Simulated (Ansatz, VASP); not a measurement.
## Ba in VASP and in Ansatz

```xyz
1
Lattice="0.0000 3.1498 3.1498 3.1498 0.0000 3.1498 3.1498 3.1498 0.0000" Properties=species:S:1:pos:R:3 pbc="T T T"
Ba    0.0000    0.0000    0.0000
```

Alike in both runs: task relaxation of cell and atoms; functional revPBE; k mesh 9 × 9 × 9; occupations fermi-dirac, width 0.1 eV; no spin polarisation.

|  | VASP | Ansatz |
| --- | --- | --- |
| version | VASP 6.6.1 | Ansatz 0.2.0 |
| potentials or method | VASP PAW PBE potentials, release 64 (Ba_sv), cutoff 600 eV | plane waves (420 eV) with PAW, scalar-relativistic |
| valence electrons in the cell | 10 | 10 |

```csv
,VASP,Ansatz,Ansatz less VASP
relaxed volume (Å³/atom),68.62,68.01,-0.608
relaxed cell length with the largest relative difference (Å),4.595,4.582,-0.0136
```

VASP's potentials were made for PBE, not for revPBE.

Spin-orbit coupling is off throughout.
